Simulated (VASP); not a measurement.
Input of a VASP 6.6.1 run:

INCAR

```
ALGO = Fast
EDIFF = 1E-6
EDIFFG = -0.005
ENCUT = 600
GGA = PS
IBRION = 2
ISIF = 3
ISMEAR = 0
LASPH = T
LCHARG = F
LREAL = F
LWAVE = F
NELM = 80
NSW = 100
PREC = Accurate
SIGMA = 0.1
```

File KPOINTS:

```
k-points
0
Gamma
  16 16 14
```

Contents of POSCAR:

```
AlNi
1.0
    1.9386940000     -1.9531901500      0.0000000000
    1.9386940000      1.9531901500      0.0000000000
    0.0000000000      0.0000000000      3.0994300413
Al Ni
1 1
Direct
    0.0000000000      0.0000000000      0.0000000000
    0.5000000000      0.5000000000      0.5000000000
```

Potentials or basis: VASP PAW PBE potentials, release 64 (Al, Ni).

Command:

```bash
$ cat potpaw_PBE.64/Al/POTCAR potpaw_PBE.64/Ni/POTCAR > POTCAR
$ mpirun -np 1 vasp_std > vasp.out
```

Problem. Predict the band gap on the k mesh.

Solution. Zero (an odd number of electrons rules out a gap without spin polarisation).

Problem. Estimate the relaxed cell.

Solution. a = 2.859 Å, b = 2.859 Å, c = 2.868 Å, α = 90.00°, β = 90.00°, γ = 89.99°.

Problem. What does it give for the relaxed volume?

Solution. 11.72 Å³/atom.

Problem. What does it give for the space group after relaxing (to 0.1 Å)?

Solution. Pm-3m (No. 221).

Final structure:
```cif
data_structure
_symmetry_space_group_name_H-M 'P 1'
_symmetry_Int_Tables_number 1
_cell_length_a 2.8594
_cell_length_b 2.8594
_cell_length_c 2.8679
_cell_angle_alpha 90.000
_cell_angle_beta 90.000
_cell_angle_gamma 89.993
_cell_volume 23.45
loop_
_atom_site_label
_atom_site_type_symbol
_atom_site_fract_x
_atom_site_fract_y
_atom_site_fract_z
_atom_site_occupancy
Al1 Al 0.00000 0.00000 0.00000 1
Ni1 Ni 0.50000 0.50000 0.50000 1
```

Caveat: the PAW data sets were made with another functional, which shifts forces and pressure a little. Spin polarisation is off, so any magnetic state and its effect on volume and gap are missing.
